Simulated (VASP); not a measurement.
# LiV (Pm-3m) in VASP: single point with PBE

Aim: the single point of LiV with PBE.

Everything below comes from runs of VASP 6.6.1. Logs are shortened: lines on timing, memory, paths and dates and some standing lists are left out, and cuts for length are marked.

## (1) The cell of the first run

It takes space group Pm-3m (No. 221, cubic). Conventional cell: a = 2.976 Å, b = 2.976 Å, c = 2.976 Å, α = 90.00°, β = 90.00°, γ = 90.00°. Li (site symmetry m-3m) has 8 V at 2.58 Å and 6 Li at 2.98 Å within 3.4 Å. Within 3.4 Å of V (site symmetry m-3m) lie 8 Li at 2.58 Å and 6 V at 2.98 Å.

## (2) Single point, PBE, collinear spin, ferromagnetic start

Contents of INCAR:

```
SYSTEM = LiV
PREC = Accurate ; ENCUT = 520
EDIFF = 1E-6 ; ISMEAR = -1
SIGMA = 0.1 ; LREAL = .False.
LASPH = .True. ; NELM = 150
ALGO = Normal ; ISIF = 2
LWAVE = .False. ; LCHARG = .False.
ISPIN = 2 ; MAGMOM = 0 1.5
LORBIT = 11 ; LMAXMIX = 4
GGA = PE ; NBANDS = 19
```

Contents of KPOINTS:

```
Automatic mesh
0
Gamma
  13 13 13
  0 0 0
```

Contents of POSCAR:

```
LiV
1.0
    2.9755930800      0.0000000000      0.0000000000
    0.0000000000      2.9755930800      0.0000000000
    0.0000000000      0.0000000000      2.9755930800
Li V
1 1
Direct
    0.0000000000      0.0000000000      0.0000000000
    0.5000000000      0.5000000000      0.5000000000
```

Potentials or basis: VASP PAW PBE potentials, release 64 (Li_sv, V_sv).

On the command line:

```sh
> cat potpaw_PBE.64/Li_sv/POTCAR potpaw_PBE.64/V_sv/POTCAR > POTCAR
> mpirun -np 1 vasp_std > vasp.out
```

OUTCAR:

```text
SYSTEM = LiV
   PREC = Accurate
   ENCUT = 520
   EDIFF = 1E-6
   ISMEAR = -1
   LREAL = .False.
   LASPH = .True.
   NELM = 150
   ISIF = 2
   ISPIN = 2
   LORBIT = 11
   GGA = PE

 ion  position               nearest neighbor table
   1  0.000  0.000  0.000-   2 2.58   2 2.58   2 2.58   2 2.58   2 2.58   2 2.58   2 2.58   2 2.58

   2  0.500  0.500  0.500-   1 2.58   1 2.58   1 2.58   1 2.58   1 2.58   1 2.58   1 2.58   1 2.58

  LATTYP: Found a simple cubic cell.
 ALAT       =     2.9755930800

  Lattice vectors:

 A1 = (   2.9755930800,   0.0000000000,   0.0000000000)
 A2 = (   0.0000000000,   2.9755930800,   0.0000000000)
 A3 = (   0.0000000000,   0.0000000000,   2.9755930800)

Analysis of symmetry for initial positions (statically):
=====================================================================
 Subroutine PRICEL returns:
 Original cell was already a primitive cell.

 Routine SETGRP: Setting up the symmetry group for a
 simple cubic supercell.

 Subroutine GETGRP returns: Found 48 space group operations
 (whereof 48 operations were pure point group operations)
 out of a pool of 48 trial point group operations.

The static configuration has the point symmetry O_h .

Analysis of symmetry for dynamics (positions and initial velocities):
=====================================================================
 Subroutine PRICEL returns:
 Original cell was already a primitive cell.

 Routine SETGRP: Setting up the symmetry group for a
 simple cubic supercell.

 Subroutine GETGRP returns: Found 48 space group operations
 (whereof 48 operations were pure point group operations)
 out of a pool of 48 trial point group operations.

The dynamic configuration has the point symmetry O_h .

Analysis of structural, dynamic, and magnetic symmetry:
=====================================================================
 Subroutine PRICEL returns:
 Original cell was already a primitive cell.

 Routine SETGRP: Setting up the symmetry group for a
 simple cubic supercell.

 Subroutine GETGRP returns: Found 48 space group operations
 (whereof 48 operations were pure point group operations)
 out of a pool of 48 trial point group operations.

The overall configuration has the point symmetry O_h .

 Subroutine INISYM returns: Found 48 space group operations
 (whereof 48 operations are pure point group operations),
 and found     1 'primitive' translations

----------------------------------------------------------------------------------------

                                     Primitive cell

  volume of cell :      26.3464

  direct lattice vectors                    reciprocal lattice vectors
     2.975593080  0.000000000  0.000000000     0.336067457  0.000000000  0.000000000
     0.000000000  2.975593080  0.000000000     0.000000000  0.336067457  0.000000000
     0.000000000  0.000000000  2.975593080     0.000000000  0.000000000  0.336067457

  length of vectors
     2.975593080  2.975593080  2.975593080     0.336067457  0.336067457  0.336067457

  position of ions in fractional coordinates (direct lattice)
     0.000000000  0.000000000  0.000000000
     0.500000000  0.500000000  0.500000000

  ion indices of the primitive-cell ions
   primitive index   ion index
                 1           1
                 2           2

----------------------------------------------------------------------------------------

 KPOINTS: Automatic mesh

Automatic generation of k-mesh.
 Grid dimensions read from file:
 generate k-points for:   13   13   13

 Generating k-lattice:

  Cartesian coordinates                     Fractional coordinates (reciprocal lattice)
     0.025851343  0.000000000  0.000000000     0.076923077  0.000000000  0.000000000
     0.000000000  0.025851343  0.000000000     0.000000000  0.076923077  0.000000000
     0.000000000  0.000000000  0.025851343     0.000000000  0.000000000  0.076923077

  Length of vectors
     0.025851343  0.025851343  0.025851343

  Shift w.r.t. Gamma in fractional coordinates (k-lattice)
     0.000000000  0.000000000  0.000000000

 Subroutine IBZKPT returns following result:
 ===========================================

 Found     84 irreducible k-points:

 Following reciprocal coordinates:
            Coordinates               Weight
  0.000000  0.000000  0.000000      1.000000
  0.076923  0.000000  0.000000      6.000000
  0.153846  0.000000  0.000000      6.000000
  0.230769  0.000000  0.000000      6.000000
  0.307692  0.000000  0.000000      6.000000
  0.384615  0.000000  0.000000      6.000000
[... 16 lines left out ...]
  0.307692  0.307692  0.000000     12.000000
  0.384615  0.307692  0.000000     24.000000
 [... further k-points ...]
   k-points           NKPTS =     84   k-points in BZ     NKDIM =     84   number of bands    NBANDS=     19
   number of dos      NEDOS =    301   number of ions     NIONS =      2
   total plane-waves  NPLWV =  13824
   dimension x,y,z NGX =    24 NGY =   24 NGZ =   24
   dimension x,y,z NGXF=    48 NGYF=   48 NGZF=   48
   ions per type =               1   1
   NGX,Y,Z   is equivalent  to a cutoff of  13.41, 13.41, 13.41 a.u.
   NGXF,Y,Z  is equivalent  to a cutoff of  26.82, 26.82, 26.82 a.u.
 SYSTEM =  LiV
   PREC   = accura    normal or accurate (medium, high low for compatibility)
   ISTART =      0    job   : 0-new  1-cont  2-samecut
   ICHARG =      2    charge: 1-file 2-atom 10-const
   ISPIN  =      2    spin polarized calculation?
   LNONCOLLINEAR =      F non collinear calculations
   LSORBIT =      F    spin-orbit coupling
   LASPH  =      T    aspherical Exc in radial PAW
   ENCUT  =  520.0 eV  38.22 Ry    6.18 a.u.   5.53  5.53  5.53*2*pi/ulx,y,z
   NELM   =    150;   NELMIN=  2; NELMDL= -5     # of ELM steps
   EDIFF  = 0.1E-05   stopping-criterion for ELM
   LREAL  =      F    real-space projection
   EDIFFG = 0.1E-04   stopping-criterion for IOM
   NSW    =      0    number of steps for IOM
   IBRION =     -1    ionic relax: 0-MD 1-quasi-New 2-CG
   NFREE  =      0    steps in history (QN), initial steepest desc. (CG)
   ISIF   =      2    stress and relaxation
   ISYM   =      2    0-nonsym 1-usesym 2-fastsym
   POTIM  = 0.5000    time-step for ionic-motion
   TEBEG  =    0.0;   TEEND  =   0.0 temperature during run
   PSTRESS=    0.0 pullay stress
   NELECT =      16.0000    total number of electrons
   NUPDOWN=      -1.0000    fix difference up-down
   EMIN   =  10.00;   EMAX   =-10.00  energy-range for DOS
   EFERMI =   0.00;   METHOD = LEGACY
   ISMEAR =    -1;   SIGMA  =   0.10  broadening in eV -4-tet -1-fermi 0-gaus
   EFERMI_NEDOS =   21; number of points for ismear=-14 and -15
   IALGO  =     38    algorithm
   IMIX   =      4    mixing-type and parameters
     AMIX     =   0.40;   BMIX     =  1.00
     AMIX_MAG =   1.60;   BMIX_MAG =  1.00
  volume/ion in A,a.u.               =      13.17        88.90
  Fermi-wavevector in a.u.,A,eV,Ry     =   1.386356  2.619832 26.150148  1.921982
  Thomas-Fermi vector in A             =   2.510679
   LORBIT       =     11    0 simple, 1 ext, 2 COOP (PROOUT), +10 PAW based schemes
   GGA     = PE    functional components
   LHFCALC =     F    Hartree Fock is set to
   AEXX    =    0.0000 exact exchange contribution
   IVDW    =     0    specifies the selected vdW correction
   LEPSILON=     F    determine dielectric tensor
   LRPA    =     F    only Hartree local field effects (RPA)
 spin polarized calculation
  energy-cutoff  :      520.00
  volume of cell :       26.35
 maximum number of plane-waves:       739
 NGX is ok and might be reduce to    24
   NGX = 11   NGY = 11   NGZ = 11

 number of electron      16.0000009 magnetization      -0.0000209

 number of electron      16.0000009 magnetization       0.0000175

 Free energy of the ion-electron system (eV)
  ---------------------------------------------------
  ext. energy  EPLUGINS =         0.00000000
  ---------------------------------------------------
  free energy    TOTEN  =        -9.33725233 eV

  energy without entropy =       -9.27912217  energy(sigma->0) =       -9.30818725

 E-fermi :   5.8447     XC(G=0): -10.8041

 val. band max:        5.8286831655   @ k =   0.4615   0.3077   0.0000
 cond. band min:       5.8549317132   @ k =   0.3846   0.3846   0.0769
 fundamental gap:      0.0262485476
 Fermi energy:         5.8446710164

 spin component 1

 k-point     1 :       0.0000    0.0000    0.0000
  band No.  band energies     occupation
      1     -58.3189      1.00000
      2     -38.5603      1.00000
      3     -32.0635      1.00000
      4     -32.0635      1.00000
      5     -32.0635      1.00000
      6       0.5164      1.00000
[... 11 lines left out ...]
     18      29.4748      0.00000
     19      29.4748      0.00000
[... 485 lines left out ...]
 k-point    24 :       0.3846    0.3077    0.0000
  band No.  band energies     occupation
      1     -58.2931      1.00000
      2     -38.5457      1.00000
      3     -32.1979      1.00000
      4     -32.1631      1.00000
      5     -32.0409      1.00000
      6       3.5459      1.00000
[... 11 lines left out ...]
     18      24.0280      0.00000
     19      27.2082      0.00000

 [... further k-points ...]

 spin component 2

 k-point     1 :       0.0000    0.0000    0.0000
  band No.  band energies     occupation
      1     -58.3188      1.00000
      2     -38.5603      1.00000
      3     -32.0635      1.00000
      4     -32.0635      1.00000
      5     -32.0635      1.00000
      6       0.5164      1.00000
[... 11 lines left out ...]
     18      29.4748      0.00000
     19      29.4748      0.00000
[... 485 lines left out ...]
 k-point    24 :       0.3846    0.3077    0.0000
  band No.  band energies     occupation
      1     -58.2930      1.00000
      2     -38.5457      1.00000
      3     -32.1979      1.00000
      4     -32.1631      1.00000
      5     -32.0408      1.00000
      6       3.5458      1.00000
[... 11 lines left out ...]
     18      24.0280      0.00000
     19      27.2081      0.00000

 [... further k-points ...]
[... 5 lines left out ...]
  --------------------------------------------------------------------------------------
  -------------------------------------------------------------------------------------
  Total        0.0022070      0.0022070      0.0022070      0.0000000      0.0000000     -0.0000000
  in kB        0.1342152      0.1342152      0.1342152      0.0000000      0.0000000     -0.0000000
  external PRESSURE =       0.1342152 kB  Pullay stress =       0.0000000 kB

 VOLUME and BASIS-vectors are now :
 -----------------------------------------------------------------------------
  energy-cutoff  :      520.00
  volume of cell :       26.35
      direct lattice vectors                 reciprocal lattice vectors
     2.975593080  0.000000000  0.000000000     0.336067457  0.000000000  0.000000000
     0.000000000  2.975593080  0.000000000     0.000000000  0.336067457  0.000000000
     0.000000000  0.000000000  2.975593080     0.000000000  0.000000000  0.336067457

 POSITION                                       TOTAL-FORCE (eV/Angst)
 -----------------------------------------------------------------------------------
      0.00000      0.00000      0.00000         0.000000      0.000000      0.000000
      1.48780      1.48780      1.48780         0.000000      0.000000      0.000000
 -----------------------------------------------------------------------------------
    total drift:                                0.000000     -0.000000     -0.000000

  FREE ENERGIE OF THE ION-ELECTRON SYSTEM (eV)
  ---------------------------------------------------
  free  energy   TOTEN  =        -9.3372523261 eV

  energy  without entropy=       -9.2791221709  energy(sigma->0) =       -9.30818725

 total charge

# of ion       s       p       d       tot
------------------------------------------
    1        2.072   0.117   0.000   2.188
    2        2.299   6.126   2.944  11.370
--------------------------------------------------
tot          4.371   6.243   2.944  13.559

 magnetization (x)

# of ion       s       p       d       tot
------------------------------------------
    1        0.000   0.000   0.000   0.000
    2       -0.000   0.000   0.000   0.000
--------------------------------------------------
tot          0.000   0.000   0.000   0.000
```

Run time: 58 s. Hardware: 1 thread of AMD EPYC 7R43 (Zen 3), shared host; peak memory 0.15 GiB.

What came out:

```
Free energy                                           : -9.3373 eV
Band gap on the k mesh                                : zero (filled and empty bands overlap)
Net moment                                            : 0.00 μB per cell
Valence electrons inside the program's atomic spheres : Li 2.19; V 11.37
```

Caveat: the cutoff is under 1.25 times the usual one of these potentials, so pressure, stress and relaxed cells hold a basis-set (Pulay) error.
